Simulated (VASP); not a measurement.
Input of a VASP 6.6.1 run:

Contents of POSCAR:

```
Zn
1.0
    0.0000000000      1.9647760000      1.9647760000
    1.9647760000      0.0000000000      1.9647760000
    1.9647760000      1.9647760000      0.0000000000
Zn
1
Direct
    0.0000000000      0.0000000000      0.0000000000
```

INCAR.step1

```
SYSTEM = Zn
  PREC = Accurate
  ENCUT = 520
  ISMEAR = 0
  SIGMA = 0.005
  LREAL = .FALSE.
  LASPH = .TRUE.
  NELM = 100
  NBANDS = 12
  GGA = PE
  ALGO = Normal
  EDIFF = 1E-4
  LWAVE = .TRUE.
  LCHARG = .FALSE.
```

INCAR.step2

```
SYSTEM = Zn
  PREC = Accurate
  ENCUT = 520
  EDIFF = 1E-6
  ISMEAR = 0
  SIGMA = 0.005
  LREAL = .FALSE.
  LASPH = .TRUE.
  NELM = 100
  ALGO = Normal
  ISIF = 2
  LWAVE = .FALSE.
  LCHARG = .FALSE.
  METAGGA = R2SCAN
  LMIXTAU = .TRUE.
  NBANDS = 12
  ISTART = 1
```

KPOINTS

```
regular mesh
0
G
  10 10 10
  0 0 0
```

Potentials or basis: VASP PAW PBE potentials, release 64 (Zn).

Run with:

```sh
$ cat potpaw_PBE.64/Zn/POTCAR > POTCAR
$ cp INCAR.step1 INCAR
$ mpirun -np 1 vasp_std > vasp.out
$ cp INCAR.step2 INCAR
$ mpirun -np 1 vasp_std > vasp.out
```

Question: Predict the pressure.

Answer: -4.4 GPa.

Question: What does it give for the band gap on the k mesh?

Answer: Zero (band 6 reaches 4.13 eV, above the bottom of band 7 at 1.59 eV).

Caveat: the PAW data sets were made with another functional, which shifts forces and pressure a little.
